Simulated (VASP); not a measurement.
Br:

```
Br
1.0
     3.30450   -2.16304    0.00000
     3.30450    2.16304    0.00000
     0.00000    0.00000    9.09376
Br
4
Direct
  0.84515 0.15485 0.11750
  0.15485 0.84515 0.88250
  0.34515 0.65485 0.38250
  0.65485 0.34515 0.61750
```

```yaml
Program: VASP 6.6.1
Task: relaxation of cell and atoms
Functional: PBE
Potentials_or_basis: VASP PAW PBE potentials, release 64 (Br)
Cutoff: 600 eV
k_mesh: 6 × 6 × 2
Occupations: gaussian, width 0.05 eV
Spin: no spin polarisation
```

At the start: pressure -2.1 GPa; volume 32.50 Å³/atom.

How do energy, volume and symmetry change on relaxing?

Over 13 steps the energy falls by 86.0 meV/atom and the volume is 39.13 Å³/atom (+20.4 %); space group Cmce (No. 64, to 0.1 Å) before and after.

Step by step:
```csv
step,energy change (eV),largest force (eV/Å),pressure (GPa),volume (Å³)
1,0.0000,0.8276,-2.12,130.00
2,-0.1625,0.6645,2.84,121.84
3,-0.2048,0.1359,0.98,124.19
4,-0.2369,0.1108,0.76,126.98
5,-0.2986,0.0419,0.29,135.40
6,-0.3295,0.1131,-0.15,152.58
7,-0.3237,0.2822,0.74,152.54
8,-0.3317,0.0570,0.15,152.57
9,-0.3375,0.0356,0.04,154.37
10,-0.3406,0.0460,-0.09,156.94
11,-0.3428,0.0654,0.04,156.49
12,-0.3432,0.0786,0.14,156.17
13,-0.3439,0.0160,0.00,156.50
```

Final structure:
```xyz
4
Lattice="4.2060 -2.1331 0.0000 4.2060 2.1331 0.0000 0.0000 0.0000 8.7221" Properties=species:S:1:pos:R:3 pbc="T T T"
Br    4.2060   -1.5237    1.0285
Br    4.2060    1.5237    7.6936
Br    4.2060    0.6094    3.3325
Br    4.2060   -0.6094    5.3896
```

Caveat: the volume moved by over 15 % at a fixed basis, so the end points are rough; this functional lacks dispersion, which holds the molecules together, so the pressure and a relaxed volume are unreliable.
